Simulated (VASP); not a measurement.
Wanted: the native input for a VASP 6.6.1 run.

```
Task                   : single point
Functional             : r2SCAN
Potentials or basis    : VASP PAW PBE potentials, release 64 (Ni, Al)
Cutoff                 : 520 eV
k mesh                 : 8 × 8 × 8
Occupations            : fermi-dirac, width 0.05 eV
Spin                   : collinear spin, ferromagnetic start
Starting moments       : [1.0, 1.0, 1.0, 0.0] μB
Dipole correction      : no
Further INCAR settings : ALGO = Normal; EDIFF = 1e-06; NBANDS = 28
```

Crystal: AlNi3.

```xyz
4
Lattice="0.0000 2.7640 2.7640 2.7640 0.0000 2.7640 2.7640 2.7640 0.0000" Properties=species:S:1:pos:R:3 pbc="T T T"
Ni    4.1460    4.1460    4.1460
Ni    0.0000    0.0000    0.0000
Ni    1.3820    1.3820    1.3820
Al    2.7640    2.7640    2.7640
```

These files were run (other wordings do the same):

POSCAR

```
AlNi3
1.0
    0.0000000000      2.7640207515      2.7640207515
    2.7640207515      0.0000000000      2.7640207515
    2.7640207515      2.7640207515      0.0000000000
Ni Al
3 1
Direct
    0.7500000000      0.7500000000      0.7500000000
    0.0000000000      0.0000000000      0.0000000000
    0.2500000000      0.2500000000      0.2500000000
    0.5000000000      0.5000000000      0.5000000000
```

INCAR.step1

```
SYSTEM = AlNi3
ALGO = Normal
EDIFF = 1E-4
ENCUT = 520
GGA = PE
ISMEAR = -1
ISPIN = 2
LASPH = .True.
LCHARG = .False.
LMAXMIX = 4
LREAL = .False.
LWAVE = .True.
MAGMOM = 1 1 1 0
NBANDS = 28
NELM = 150
PREC = Accurate
SIGMA = 0.05
```

INCAR.step2

```
SYSTEM = AlNi3
ALGO = Normal
EDIFF = 1E-6
ENCUT = 520
ISIF = 2
ISMEAR = -1
ISPIN = 2
ISTART = 1
LASPH = .True.
LCHARG = .False.
LMAXMIX = 4
LMIXTAU = .True.
LORBIT = 11
LREAL = .False.
LWAVE = .False.
MAGMOM = 1 1 1 0
METAGGA = R2SCAN
NBANDS = 28
NELM = 150
PREC = Accurate
SIGMA = 0.05
```

KPOINTS

```
k-points
0
Gamma
  8 8 8
  0 0 0
```

Potentials or basis: VASP PAW PBE potentials, release 64 (Ni, Al).

The run is started by

```sh
$ cat potpaw_PBE.64/Ni/POTCAR potpaw_PBE.64/Al/POTCAR > POTCAR
$ cp INCAR.step1 INCAR
$ mpirun -np 1 vasp_std > vasp.out
$ cp INCAR.step2 INCAR
$ mpirun -np 1 vasp_std > vasp.out
```

It gave:

```
Pressure                                              : 9.1 GPa
Net moment                                            : 0.00 μB per cell
Valence electrons inside the program's atomic spheres : Ni 9.58, 9.52; Al 0.86
```

Caveat: the PAW data sets were made with another functional, which shifts forces and pressure a little.

Run time: 3.5 min on 1 thread of Intel(R) Xeon(R) 6975P-C (Granite Rapids) (shared host), peak memory 0.23 GiB.
